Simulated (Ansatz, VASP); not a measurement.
## AlGa3N4: VASP beside Ansatz

```
CELL_PARAMETERS angstrom
4.32715 0.00000 0.00000
0.00000 4.32715 0.00000
0.00000 0.00000 4.32715
ATOMIC_POSITIONS crystal
Al 0.00000 0.00000 0.00000
Ga 0.50000 0.50000 0.00000
Ga 0.50000 0.00000 0.50000
Ga 0.00000 0.50000 0.50000
N 0.75542 0.75542 0.24458
N 0.75542 0.24458 0.75542
N 0.24458 0.75542 0.75542
N 0.24458 0.24458 0.24458
```

Alike in both runs: functional r2SCAN; k mesh 6 × 6 × 6; occupations gaussian, width 0.02 eV; no spin polarisation.

Ansatz relaxed the structure, and its values are those at the end. VASP's run is a single point on that final structure, the one shown.

|  | VASP | Ansatz |
| --- | --- | --- |
| version | VASP 6.6.1 | Ansatz 0.2.0 |
| potentials or method | VASP PAW PBE potentials, release 64 (Al, Ga_d, N), cutoff 520 eV | scalar-relativistic, plane waves, PAW |
| valence electrons in the cell | 62 | 62 |

|  | VASP | Ansatz | Ansatz less VASP |
| --- | --- | --- | --- |
| gap on the k mesh at the Fermi level (eV) | 3.51 | 3.51 | +0.003 |
| least direct gap on the mesh (eV) | 3.51 | 3.51 | +0.003 |
| pressure (GPa) | 24.1 | 23.0 | -1.06 |
| rms of the force components (eV/Å) | 0.043 | 0.007 | -0.0365 |

VASP's potentials were made for PBE, not for r2SCAN. Ansatz's warnings: stress scf threshold loose.
